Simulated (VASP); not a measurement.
Here is a VASP 6.6.1 calculation.

File INCAR:

```
ALGO = Normal
EDIFF = 1E-7
ENCUT = 520
GGA = PS
ISIF = 2
ISMEAR = 0
ISPIN = 2
LASPH = T
LCHARG = F
LORBIT = 11
LREAL = F
LWAVE = F
MAGMOM = 0.5 0.5
NBANDS = 19
NELM = 150
PREC = Accurate
SIGMA = 0.05
```

KPOINTS

```
k-points
0
Gamma
  1 1 13
```

POSCAR

```
BaS
1.0
   10.3000000000      0.0000000000      0.0000000000
    0.0000000000      9.3000000000      0.0000000000
    0.0000000000      0.0000000000      5.1317816489
Ba S
1 1
Direct
    0.4483810379      0.5000000000      0.0000000000
    0.5516189621      0.5000000000      0.5000000000
```

Potentials or basis: VASP PAW PBE potentials, release 64 (Ba_sv, S).

The run is started by

```sh
$ cat potpaw_PBE.64/Ba_sv/POTCAR potpaw_PBE.64/S/POTCAR > POTCAR
$ mpirun -np 1 vasp_std > vasp.out
```

(1) Predict the band gap on the k mesh.

(2) What does it give for the net moment?

(3) What does it give for the largest force?

Results:

(1) 1.79 eV, indirect (least direct gap 2.10 eV).

(2) 0.00 μB per cell.

(3) 0.184 eV/Å.

Caveat: the PAW data sets were made with another functional, which shifts forces and pressure a little; spin-orbit coupling is left out, which moves the levels of the heavy elements.
